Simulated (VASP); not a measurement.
Wanted: the native input for a VASP 6.6.1 run.

| Property | Result |
| --- | --- |
| Task | single point |
| Functional | PBE |
| Dispersion | D3(BJ) |
| Potentials or basis | VASP PAW PBE potentials, release 64 (Sb) |
| Cutoff | 500 eV |
| k mesh | 14 × 14 × 14 |
| Occupations | gaussian, width 0.1 eV |
| Spin | no spin polarisation |
| Dipole correction | no |
| Further INCAR settings | ALGO = Normal; EDIFF = 1e-06; NBANDS = 8 |

The structure of Sb lies in POSCAR:

```
Sb
1.0
    3.0611907595      0.0000000000      0.0000000000
    0.0000000000      3.0611907595      0.0000000000
    0.0000000000      0.0000000000      3.0611907595
Sb
1
Direct
    0.0000000000      0.0000000000      0.0000000000
```

This isn't the form of Sb at room conditions, which is rhombohedral.

These files were run (other wordings do the same):

INCAR

```
SYSTEM = Sb
  PREC = Accurate
  ENCUT = 500
  EDIFF = 1E-6
  ISMEAR = 0
  SIGMA = 0.1
  LREAL = .False.
  LASPH = .True.
  NELM = 120
  ALGO = Normal
  ISIF = 2
  LWAVE = .False.
  LCHARG = .False.
  GGA = PE
  IVDW = 12
  NBANDS = 8
  GGA_COMPAT = .False.
```

KPOINTS

```
regular mesh
0
Gamma
  14 14 14
  0 0 0
```

Potentials or basis: VASP PAW PBE potentials, release 64 (Sb).

Launch:

```console
$ cat potpaw_PBE.64/Sb/POTCAR > POTCAR
$ mpirun -np 1 vasp_std > vasp.out
```

It gave:

| Item | Value |
| --- | --- |
| Pressure | 0.0 GPa |
| Band gap on the k mesh | zero (an odd number of electrons rules out a gap without spin polarisation) |
| Dispersion energy per atom | -0.498 eV |

Caveat: spin-orbit coupling is left out, which moves the levels of the heavy elements; an odd number of electrons without spin polarisation forces a metal; a magnetic or distorted state may lie lower.

It took 7.5 s on 1 thread of Intel(R) Xeon(R) Platinum 8375C CPU @ 2.90GHz (Ice Lake) (shared host), peak memory 0.16 GiB.
